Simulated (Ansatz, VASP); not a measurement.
## One calculation of Ni, two programs

Contents of INCAR:

```
  PREC = Accurate
  ENCUT = 520
  EDIFF = 1E-6
  ISMEAR = -1
  SIGMA = 0.05
  LREAL = False
  LASPH = True
  NELM = 150
  ALGO = Normal
  ISIF = 2
  LWAVE = False
  LCHARG = True
  ISPIN = 2
  MAGMOM = 0.688 0.688
  LORBIT = 11
  LMAXMIX = 4
  GGA = PE
  LELF = True
  LVHAR = True
  NBANDS = 21
```

KPOINTS

```
regular mesh
0
Gamma
  24 24 13
```

File POSCAR:

```
Ni
1.0
    2.4544994459      0.0000000000      0.0000000000
   -1.2272497230      2.1256588738      0.0000000000
    0.0000000000      0.0000000000      4.0226746013
Ni
2
Direct
    0.3333333333      0.6666666667      0.2500000000
    0.6666666667      0.3333333333      0.7500000000
```

Input for Ansatz:

```yaml
crystal:
  lattice:
    - [2.4544994459, 0.0, 0.0]
    - [-1.227249723, 2.1256588738, 0.0]
    - [0.0, 0.0, 4.0226746013]
  atoms:
    - { symbol: Ni, position: [0.3333333333, 0.6666666667, 0.25], spin: 0.688 }
    - { symbol: Ni, position: [0.6666666667, 0.3333333333, 0.75], spin: 0.688 }
hamiltonian:
  xc: pbe
  pseudopotentials:
    kind: paw
    azcp:
      Ni: "pseudopotentials/Ni.paw.azcp"
basis:
  ecutwfc: 420
  fft_grid_basis: typed
kpoints:
  mp_grid: { grid: [24, 24, 13], shift: [0, 0, 0] }
magnetization:
  spin_polarized: true
scf:
  occupations: { method: fermi_dirac, width: 0.05 }
output:
  stress: true
```

Alike in both runs: task single point; functional PBE; k mesh 24 × 24 × 13; occupations fermi-dirac, width 0.05 eV; collinear spin.

|  | VASP | Ansatz |
| --- | --- | --- |
| version | VASP 6.6.1 | Ansatz 0.2.0 |
| potentials or method | VASP PAW PBE potentials, release 64 (Ni), cutoff 520 eV | plane waves (420 eV) with PAW, scalar-relativistic |
| valence electrons in the cell | 20 | 36 |

Ansatz gave:

* pressure (GPa): 8.8
* traceless stress, the component that is largest in VASP (GPa): 0.36
* net moment per atom (μB): 0.64
* size of the moment on the site where the two differ most (μB): 0.67

Question: What did VASP give for the same quantities?

Answer: Pressure (GPa): 8.5; traceless stress, the component that is largest in VASP (GPa): 0.32; net moment per atom (μB): 0.63; size of the moment on the site where the two differ most (μB): 0.63.

Site moments also hang on the region over which each program counts them. VASP's potentials hold 20 valence electrons a cell and Ansatz's 36, so a difference there can come from the potentials and not from the codes.
